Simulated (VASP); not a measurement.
Here is a VASP 6.6.1 calculation.

Contents of INCAR:

```
SYSTEM = InSe
PREC = Accurate
ENCUT = 520
EDIFF = 1E-6
ISMEAR = -1
SIGMA = 0.02
LREAL = .False.
LASPH = .True.
NELM = 100
ALGO = Normal
ISIF = 2
LWAVE = .False.
LCHARG = .False.
GGA = PS
NBANDS = 27
```

The input KPOINTS:

```
Automatic mesh
0
Gamma
  7 7 7
  0 0 0
```

Contents of POSCAR:

```
InSe
1.0
    2.0433770209      1.1797442731      8.6937630839
   -2.0433770209      1.1797442731      8.6937630839
    0.0000000000     -2.3594885461      8.6937630839
In Se
2 2
Direct
    0.1103465100      0.1103465100      0.1103465100
    0.0018301300      0.0018301300      0.0018301300
    0.6197098100      0.6197098100      0.6197098100
    0.8258115400      0.8258115400      0.8258115400
```

Potentials or basis: VASP PAW PBE potentials, release 64 (In_d, Se).

The run is started by

```sh
$ cat potpaw_PBE.64/In_d/POTCAR potpaw_PBE.64/Se/POTCAR > POTCAR
$ mpirun -np 1 vasp_std > vasp.out
```

(1) Predict the pressure.

(2) Estimate the band gap on the k mesh.

Answers

(1) -2.0 GPa.

(2) 0.58 eV (least direct gap 0.59 eV).

Caveat: the PAW data sets were made with another functional, which shifts forces and pressure a little; spin-orbit coupling is left out, which moves the levels of the heavy elements; an odd mesh through Γ misses points on the zone boundary, where band edges can lie.
